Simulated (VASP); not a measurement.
Write the native input for VASP 6.6.1 that does the following.

```yaml
Task: single point
Functional: PBE
Potentials_or_basis: VASP PAW PBE potentials, release 64 (Co, Si)
Cutoff: 520 eV
k_mesh: 6 × 6 × 4
Occupations: gaussian, width 0.1 eV
Spin: no spin polarisation
Dipole_correction: no
Further_INCAR_settings: ALGO = Normal; EDIFF = 1e-06; NBANDS = 26
```

The structure of Co3Si2 lies in POSCAR:

```
Co3Si2
1.0
    3.7666838455      0.0000000000      0.0000000000
   -1.8833419228      3.2620438983      0.0000000000
    0.0000000000      0.0000000000      4.7206751093
Co Si
3 2
Direct
    0.0000000000      0.0000000000      0.0000000000
    0.3333333333      0.6666666667      0.6702913388
    0.6666666667      0.3333333333      0.3297086612
    0.3333333333      0.6666666667      0.1878224798
    0.6666666667      0.3333333333      0.8121775202
```

One way to write it, as run:

INCAR

```
ALGO = Normal ; EDIFF = 1E-6
ENCUT = 520 ; GGA = PE
ISIF = 2 ; ISMEAR = 0
LASPH = True ; LCHARG = True
LELF = True ; LREAL = False
LVHAR = True ; LWAVE = False
NBANDS = 26 ; NELM = 60
PREC = Accurate ; SIGMA = 0.1
```

KPOINTS

```
k-points
0
Gamma
  6 6 4
```

Potentials or basis: VASP PAW PBE potentials, release 64 (Co, Si).

The run is started by

```console
$ cat potpaw_PBE.64/Co/POTCAR potpaw_PBE.64/Si/POTCAR > POTCAR
$ mpirun -np 1 vasp_std > vasp.out
```

It gave:

```
Pressure               : 0.1 GPa
Band gap on the k mesh : zero (an odd number of electrons rules out a gap without spin polarisation)
```

Caveat: the run has no spin polarisation, though such a crystal can be magnetic.

It took 57 s on 1 thread of Intel Xeon 8259CL, on a shared host, peak memory 0.18 GiB.
